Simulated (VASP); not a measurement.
Here is a VASP 6.6.1 calculation.

File INCAR:

```
SYSTEM = ZrN
PREC     = Accurate       ! precision mode
ENCUT    = 600            ! plane-wave cutoff, eV
EDIFF    = 1E-6           ! SCF threshold, eV
ISMEAR   = 0              ! smearing method
SIGMA    = 0.05           ! smearing width, eV
LREAL    = .False.        ! projectors in reciprocal space
LASPH    = .True.         ! aspherical terms in the spheres
NELM     = 120            ! most SCF steps
ALGO     = Normal         ! electronic algorithm
ISIF     = 2              ! what is computed and relaxed
LWAVE    = .False.        ! write WAVECAR
LCHARG   = .False.        ! write CHGCAR
GGA      = PE             ! functional
IVDW     = 12             ! dispersion correction
NBANDS   = 16             ! bands
GGA_COMPAT= .False.
```

KPOINTS

```
Automatic mesh
0
Gamma
  8 8 8
  0 0 0
```

Contents of POSCAR:

```
ZrN
1.0
    0.0000000000      2.2952466246      2.2952466246
    2.2952466246      0.0000000000      2.2952466246
    2.2952466246      2.2952466246      0.0000000000
Zr N
1 1
Direct
    0.5000000000      0.5000000000      0.5000000000
    0.0000000000      0.0000000000      0.0000000000
```

Potentials or basis: VASP PAW PBE potentials, release 64 (Zr_sv, N).

The run is started by

```sh
$ cat potpaw_PBE.64/Zr_sv/POTCAR potpaw_PBE.64/N/POTCAR > POTCAR
$ mpirun -np 1 vasp_std > vasp.out
```

What does it give for the pressure?

-4.8 GPa.

What does it give for the dispersion energy per atom?

-0.424 eV.

Caveat: pairwise dispersion overbinds metals, which lowers pressure and volume.
